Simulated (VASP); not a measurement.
# Si2Ni (Fm-3m) in VASP: notebook

Si2Ni is run at these levels: PBEsol; tasks: single point.

Program: VASP 6.6.1. These are calculated values, not measurements. Logs are shortened: lines on timing, memory, paths and dates and some standing lists are left out, and cuts for length are marked.

### Step 1. The cell of the first run

The structure is cubic, space group Fm-3m (No. 225). Conventional cell: a = 5.281 Å, b = 5.281 Å, c = 5.281 Å, α = 90.00°, β = 90.00°, γ = 90.00°. Within 3.0 Å of Si (site symmetry -43m) lie 4 Ni at 2.29 Å and 6 Si at 2.64 Å. Ni (site symmetry m-3m) has 8 Si at 2.29 Å within 3.0 Å.

### Step 2. Single point, PBEsol (volume scaled by 0.94)

INCAR reads:

```
PREC = Accurate
ENCUT = 520
EDIFF = 1E-6
ISMEAR = 0
SIGMA = 0.1
LREAL = F
LASPH = T
NELM = 60
ALGO = Normal
ISIF = 2
LWAVE = F
LCHARG = T
GGA = PS
LELF = T
LVHAR = T
NBANDS = 16
```

KPOINTS reads:

```
regular mesh
0
Gamma
  14 14 14
```

POSCAR reads:

```
Si2Ni
1.0
    0.0000000000      2.6406418549      2.6406418549
    2.6406418549      0.0000000000      2.6406418549
    2.6406418549      2.6406418549      0.0000000000
Si Ni
2 1
Direct
    0.2500000000      0.2500000000      0.2500000000
    0.7500000000      0.7500000000      0.7500000000
    0.0000000000      0.0000000000      0.0000000000
```

Potentials or basis: VASP PAW PBE potentials, release 64 (Si, Ni).

Launch:

```console
cat potpaw_PBE.64/Si/POTCAR potpaw_PBE.64/Ni/POTCAR > POTCAR
mpirun -np 1 vasp_std > vasp.out
```

OUTCAR:

```text
PREC = Accurate
   ENCUT = 520
   EDIFF = 1E-6
   ISMEAR = 0
   LREAL = F
   LASPH = T
   NELM = 60
   ISIF = 2
   GGA = PS

 ion  position               nearest neighbor table
   1  0.250  0.250  0.250-   3 2.29   3 2.29   3 2.29   3 2.29   2 2.64   2 2.64   2 2.64   2 2.64
                             2 2.64   2 2.64
   2  0.750  0.750  0.750-   3 2.29   3 2.29   3 2.29   3 2.29   1 2.64   1 2.64   1 2.64   1 2.64
                             1 2.64   1 2.64
   3  0.000  0.000  0.000-   2 2.29   2 2.29   2 2.29   1 2.29   2 2.29   1 2.29   1 2.29   1 2.29

  LATTYP: Found a face centered cubic cell.
 ALAT       =     5.2812837098

  Lattice vectors:

 A1 = (   0.0000000000,   2.6406418549,   2.6406418549)
 A2 = (   2.6406418549,   0.0000000000,   2.6406418549)
 A3 = (   2.6406418549,   2.6406418549,   0.0000000000)

Analysis of symmetry for initial positions (statically):
=====================================================================
 Subroutine PRICEL returns:
 Original cell was already a primitive cell.

 Routine SETGRP: Setting up the symmetry group for a
 face centered cubic supercell.

 Subroutine GETGRP returns: Found 48 space group operations
 (whereof 48 operations were pure point group operations)
 out of a pool of 48 trial point group operations.

The static configuration has the point symmetry O_h .

Analysis of symmetry for dynamics (positions and initial velocities):
=====================================================================
 Subroutine PRICEL returns:
 Original cell was already a primitive cell.

 Routine SETGRP: Setting up the symmetry group for a
 face centered cubic supercell.

 Subroutine GETGRP returns: Found 48 space group operations
 (whereof 48 operations were pure point group operations)
 out of a pool of 48 trial point group operations.

The dynamic configuration has the point symmetry O_h .

 Subroutine INISYM returns: Found 48 space group operations
 (whereof 48 operations are pure point group operations),
 and found     1 'primitive' translations

----------------------------------------------------------------------------------------

                                     Primitive cell

  volume of cell :      36.8263

  direct lattice vectors                    reciprocal lattice vectors
     0.000000000  2.640641855  2.640641855    -0.189347904  0.189347904  0.189347904
     2.640641855  0.000000000  2.640641855     0.189347904 -0.189347904  0.189347904
     2.640641855  2.640641855  0.000000000     0.189347904  0.189347904 -0.189347904

  length of vectors
     3.734431525  3.734431525  3.734431525     0.327960190  0.327960190  0.327960190

  position of ions in fractional coordinates (direct lattice)
     0.250000000  0.250000000  0.250000000
     0.750000000  0.750000000  0.750000000
     0.000000000  0.000000000  0.000000000

  ion indices of the primitive-cell ions
   primitive index   ion index
                 1           1
                 2           2
                 3           3

----------------------------------------------------------------------------------------

 KPOINTS: regular mesh

Automatic generation of k-mesh.
 Grid dimensions read from file:
 generate k-points for:   14   14   14

 Generating k-lattice:

  Cartesian coordinates                     Fractional coordinates (reciprocal lattice)
    -0.013524850  0.013524850  0.013524850     0.071428571  0.000000000  0.000000000
     0.013524850 -0.013524850  0.013524850     0.000000000  0.071428571  0.000000000
     0.013524850  0.013524850 -0.013524850     0.000000000  0.000000000  0.071428571

  Length of vectors
     0.023425728  0.023425728  0.023425728

  Shift w.r.t. Gamma in fractional coordinates (k-lattice)
     0.000000000  0.000000000  0.000000000

 Subroutine IBZKPT returns following result:
 ===========================================

 Found    104 irreducible k-points:

 Following reciprocal coordinates:
            Coordinates               Weight
  0.000000  0.000000  0.000000      1.000000
  0.071429  0.000000  0.000000      8.000000
  0.142857  0.000000  0.000000      8.000000
  0.214286  0.000000  0.000000      8.000000
  0.285714  0.000000  0.000000      8.000000
  0.357143  0.000000  0.000000      8.000000
[... 16 lines left out ...]
  0.214286  0.142857  0.000000     24.000000
  0.285714  0.142857  0.000000     24.000000
 [... further k-points ...]
   k-points           NKPTS =    104   k-points in BZ     NKDIM =    104   number of bands    NBANDS=     16
   number of dos      NEDOS =    301   number of ions     NIONS =      3
   total plane-waves  NPLWV =  21952
   dimension x,y,z NGX =    28 NGY =   28 NGZ =   28
   dimension x,y,z NGXF=    56 NGYF=   56 NGZF=   56
   ions per type =               2   1
   NGX,Y,Z   is equivalent  to a cutoff of  12.46, 12.46, 12.46 a.u.
   NGXF,Y,Z  is equivalent  to a cutoff of  24.93, 24.93, 24.93 a.u.
 SYSTEM =  unknown system
   PREC   = accura    normal or accurate (medium, high low for compatibility)
   ISTART =      0    job   : 0-new  1-cont  2-samecut
   ICHARG =      2    charge: 1-file 2-atom 10-const
   ISPIN  =      1    spin polarized calculation?
   LNONCOLLINEAR =      F non collinear calculations
   LSORBIT =      F    spin-orbit coupling
   LASPH  =      T    aspherical Exc in radial PAW
   ENCUT  =  520.0 eV  38.22 Ry    6.18 a.u.   6.94  6.94  6.94*2*pi/ulx,y,z
   NELM   =     60;   NELMIN=  2; NELMDL= -5     # of ELM steps
   EDIFF  = 0.1E-05   stopping-criterion for ELM
   LREAL  =      F    real-space projection
   EDIFFG = 0.1E-04   stopping-criterion for IOM
   NSW    =      0    number of steps for IOM
   IBRION =     -1    ionic relax: 0-MD 1-quasi-New 2-CG
   NFREE  =      0    steps in history (QN), initial steepest desc. (CG)
   ISIF   =      2    stress and relaxation
   ISYM   =      2    0-nonsym 1-usesym 2-fastsym
   POTIM  = 0.5000    time-step for ionic-motion
   TEBEG  =    0.0;   TEEND  =   0.0 temperature during run
   PSTRESS=    0.0 pullay stress
   NELECT =      18.0000    total number of electrons
   NUPDOWN=      -1.0000    fix difference up-down
   EMIN   =  10.00;   EMAX   =-10.00  energy-range for DOS
   EFERMI =   0.00;   METHOD = LEGACY
   ISMEAR =     0;   SIGMA  =   0.10  broadening in eV -4-tet -1-fermi 0-gaus
   EFERMI_NEDOS =   21; number of points for ismear=-14 and -15
   IALGO  =     38    algorithm
   IMIX   =      4    mixing-type and parameters
     AMIX     =   0.40;   BMIX     =  1.00
     AMIX_MAG =   1.60;   BMIX_MAG =  1.00
  volume/ion in A,a.u.               =      12.28        82.84
  Fermi-wavevector in a.u.,A,eV,Ry     =   1.289574  2.436941 22.626493  1.663000
  Thomas-Fermi vector in A             =   2.421458
   LORBIT       =      0    0 simple, 1 ext, 2 COOP (PROOUT), +10 PAW based schemes
   GGA     = PS    functional components
   LHFCALC =     F    Hartree Fock is set to
   AEXX    =    0.0000 exact exchange contribution
   IVDW    =     0    specifies the selected vdW correction
   LEPSILON=     F    determine dielectric tensor
   LRPA    =     F    only Hartree local field effects (RPA)
 non-spin polarized calculation
 Gauss-broadening in eV      SIGMA  =   0.10
  energy-cutoff  :      520.00
  volume of cell :       36.83
 maximum number of plane-waves:      1010
   NGX = 13   NGY = 13   NGZ = 13

 number of electron      17.9999996 magnetization

 Free energy of the ion-electron system (eV)
  ---------------------------------------------------
  ext. energy  EPLUGINS =         0.00000000
  ---------------------------------------------------
  free energy    TOTEN  =       -18.90363585 eV

  energy without entropy =      -18.89910038  energy(sigma->0) =      -18.90136812

 E-fermi :  11.5214     XC(G=0): -12.0215

 val. band max:       11.5024960654   @ k =   0.4286   0.2857   0.0000
 cond. band min:      11.5372828270   @ k =   0.3571   0.2857   0.0714
 fundamental gap:      0.0347867616
 Fermi energy:        11.5214354971

 k-point     1 :       0.0000    0.0000    0.0000
  band No.  band energies     occupation
      1      -3.1091      2.00000
      2       5.7372      2.00000
      3       5.7372      2.00000
      4       5.7372      2.00000
      5       7.5039      2.00000
      6       7.5039      2.00000
[... 8 lines left out ...]
     15      16.3027      0.00000
     16      16.3027      0.00000

 k-point     2 :       0.0714    0.0000    0.0000
  band No.  band energies     occupation
      1      -3.0292      2.00000
      2       5.5975      2.00000
      3       5.7628      2.00000
      4       5.7628      2.00000
      5       7.4879      2.00000
      6       7.4879      2.00000
[... 8 lines left out ...]
     15      15.9169      0.00000
     16      16.1454      0.00000

 k-point     3 :       0.1429    0.0000    0.0000
  band No.  band energies     occupation
      1      -2.7905      2.00000
      2       5.1902      2.00000
      3       5.8345      2.00000
      4       5.8345      2.00000
      5       7.4505      2.00000
      6       7.4505      2.00000
[... 8 lines left out ...]
     15      15.7297      0.00000
     16      16.1298      0.00000

 k-point     4 :       0.2143    0.0000    0.0000
  band No.  band energies     occupation
      1      -2.3962      2.00000
      2       4.5387      2.00000
      3       5.9356      2.00000
      4       5.9356      2.00000
      5       7.4205      2.00000
      6       7.4205      2.00000
[... 8 lines left out ...]
     15      16.3693      0.00000
     16      17.2830      0.00000
[... 324 lines left out ...]
 k-point    22 :       0.1429    0.1429    0.0000
  band No.  band energies     occupation
      1      -2.6843      2.00000
      2       5.2563      2.00000
      3       5.7870      2.00000
      4       5.7870      2.00000
      5       7.2192      2.00000
      6       7.5875      2.00000
[... 8 lines left out ...]
     15      16.8867      0.00000
     16      16.8867      0.00000

 k-point    23 :       0.2143    0.1429    0.0000
  band No.  band energies     occupation
      1      -2.3948      2.00000
      2       4.9024      2.00000
      3       5.8359      2.00000
      4       5.8607      2.00000
      5       7.0645      2.00000
      6       7.6197      2.00000
[... 8 lines left out ...]
     15      17.5770      0.00000
     16      17.7190      0.00000

 k-point    24 :       0.2857    0.1429    0.0000
  band No.  band energies     occupation
      1      -1.9524      2.00000
      2       4.2960      2.00000
      3       5.9175      2.00000
      4       5.9550      2.00000
      5       6.9433      2.00000
      6       7.6531      2.00000
[... 8 lines left out ...]
     15      18.6132      0.00000
     16      18.9562      0.00000

 [... further k-points ...]
[... 5 lines left out ...]
  --------------------------------------------------------------------------------------
  -------------------------------------------------------------------------------------
  Total        2.5717477      2.5717477      2.5717477     -0.0000000      0.0000000     -0.0000000
  in kB      111.8872091    111.8872091    111.8872091     -0.0000000      0.0000000     -0.0000000
  external PRESSURE =     111.8872091 kB  Pullay stress =       0.0000000 kB

 VOLUME and BASIS-vectors are now :
 -----------------------------------------------------------------------------
  energy-cutoff  :      520.00
  volume of cell :       36.83
      direct lattice vectors                 reciprocal lattice vectors
     0.000000000  2.640641855  2.640641855    -0.189347904  0.189347904  0.189347904
     2.640641855  0.000000000  2.640641855     0.189347904 -0.189347904  0.189347904
     2.640641855  2.640641855  0.000000000     0.189347904  0.189347904 -0.189347904

 POSITION                                       TOTAL-FORCE (eV/Angst)
 -----------------------------------------------------------------------------------
      1.32032      1.32032      1.32032        -0.000000     -0.000000      0.000000
      3.96096      3.96096      3.96096         0.000000     -0.000000     -0.000000
      0.00000      0.00000      0.00000         0.000000      0.000000      0.000000
 -----------------------------------------------------------------------------------
    total drift:                               -0.000000     -0.000000      0.000000

  FREE ENERGIE OF THE ION-ELECTRON SYSTEM (eV)
  ---------------------------------------------------
  free  energy   TOTEN  =       -18.9036358520 eV

  energy  without entropy=      -18.8991003830  energy(sigma->0) =      -18.90136812
```

Run time: 44 s. Hardware: 1 thread of AMD EPYC 9R45 (Zen 5), shared host; peak memory 0.17 GiB.

Results:

```
Free energy            : -18.9036 eV
Pressure               : 11.2 GPa
Band gap on the k mesh : zero (band 9 reaches 13.24 eV, above the bottom of band 10 at 11.11 eV)
```

Levels at points of the mesh, in eV from the Fermi level:
| k point | band 6 | band 7 | band 8 | band 9 | band 10 | band 11 | band 12 | band 13 |
| --- | --- | --- | --- | --- | --- | --- | --- | --- |
| (0.00, 0.00, 0.00) | -4.02 | 0.21 | 1.72 | 1.72 | 1.72 | 2.03 | 2.03 | 2.03 |
| (0.50, 0.00, 0.00) | -3.81 | -3.81 | -1.71 | -1.71 | 1.75 | 1.75 | 1.76 | 2.94 |
| (0.50, 0.50, 0.00) | -4.10 | -4.10 | -3.92 | -3.56 | -0.41 | 1.10 | 7.63 | 8.80 |

Caveat: the PAW data sets were made with another functional, which shifts forces and pressure a little.

### Step 3. Single point, PBEsol (volume scaled by 0.97)

INCAR reads:

```
SYSTEM = Si2Ni
  PREC = Accurate
  ENCUT = 520
  EDIFF = 1E-6
  ISMEAR = 0
  SIGMA = 0.1
  LREAL = .False.
  LASPH = .True.
  NELM = 80
  ALGO = Normal
  ISIF = 2
  LWAVE = .False.
  LCHARG = .False.
  GGA = PS
  NBANDS = 16
```

KPOINTS reads:

```
regular mesh
0
Gamma
  14 14 14
  0 0 0
```

POSCAR reads:

```
Si2Ni
1.0
    0.0000000000      2.6684401277      2.6684401277
    2.6684401277      0.0000000000      2.6684401277
    2.6684401277      2.6684401277      0.0000000000
Si Ni
2 1
Direct
    0.2500000000      0.2500000000      0.2500000000
    0.7500000000      0.7500000000      0.7500000000
    0.0000000000      0.0000000000      0.0000000000
```

Potentials or basis: VASP PAW PBE potentials, release 64 (Si, Ni).

Launch:

```console
cat potpaw_PBE.64/Si/POTCAR potpaw_PBE.64/Ni/POTCAR > POTCAR
mpirun -np 1 vasp_std > vasp.out
```

It took 43 s on 1 thread of AMD EPYC 9R45 (Zen 5), shared host; peak memory 0.17 GiB.

Results (log left out):

| Property | Result |
| --- | --- |
| Free energy | -18.9641 eV |
| Pressure | 5.2 GPa |
| Band gap on the k mesh | zero (band 9 reaches 12.71 eV, above the bottom of band 10 at 10.58 eV) |

Levels at points of the mesh, in eV from the Fermi level:
```
           k point  band 6  band 7  band 8  band 9  band 10  band 11  band 12  band 13
(0.00, 0.00, 0.00)   -3.81   -0.03    1.70    1.70     1.70     2.12     2.12     2.12
(0.50, 0.00, 0.00)   -3.61   -3.61   -1.61   -1.61     1.74     1.76     1.76     2.77
(0.50, 0.50, 0.00)   -3.90   -3.90   -3.72   -3.37    -0.43     1.20     7.67     8.56
```

Caveat: the PAW data sets were made with another functional, which shifts forces and pressure a little. Spin polarisation is off, so any magnetic state and its effect on volume and gap are missing.

[end of part 1 of 3]
